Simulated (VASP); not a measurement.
LuF4: single point with PBE

LuF4:

```
CELL_PARAMETERS angstrom
3.99468 0.00000 0.00000
0.00000 3.99468 0.00000
0.00000 0.00000 3.99468
ATOMIC_POSITIONS crystal
Lu 0.00000 0.00000 0.00000
F 0.50000 0.50000 0.50000
F 0.00000 0.50000 0.50000
F 0.50000 0.00000 0.50000
F 0.50000 0.50000 0.00000
```

```json
{"Program": "VASP 6.6.1", "Task": "single point", "Functional": "PBE", "Potentials or basis": "VASP PAW PBE potentials, release 64 (Lu, F)", "Cutoff": "520 eV", "k mesh": "10 × 10 × 10", "Occupations": "gaussian, width 0.1 eV", "Spin": "no spin polarisation", "Dipole correction": "no", "Further INCAR settings": "ALGO = Normal; EDIFF = 1e-06; NBANDS = 34"}
```

* Pressure: -0.3 GPa

Levels at points of the mesh, in eV from the Fermi level:
| k point | band 25 | band 26 | band 27 | band 28 | band 29 | band 30 |
| --- | --- | --- | --- | --- | --- | --- |
| (0.00, 0.00, 0.00) | -0.75 | -0.01 | -0.01 | 0.18 | 0.18 | 0.18 |
| (0.50, 0.00, 0.00) | -2.22 | 0.15 | 0.15 | 0.88 | 1.18 | 1.96 |
| (0.50, 0.50, 0.00) | -2.40 | -2.40 | 0.14 | 1.56 | 1.67 | 2.63 |
| (0.50, 0.50, 0.50) | -2.75 | -2.75 | -2.75 | 1.40 | 1.40 | 1.40 |

It took 110 s on 1 thread of Intel(R) Xeon(R) Platinum 8375C CPU @ 2.90GHz (Ice Lake), on a shared host, peak memory 0.25 GiB.

Caveat: spin-orbit coupling is left out, which moves the levels of the heavy elements; an odd number of electrons without spin polarisation forces a metal; a magnetic or distorted state may lie lower.
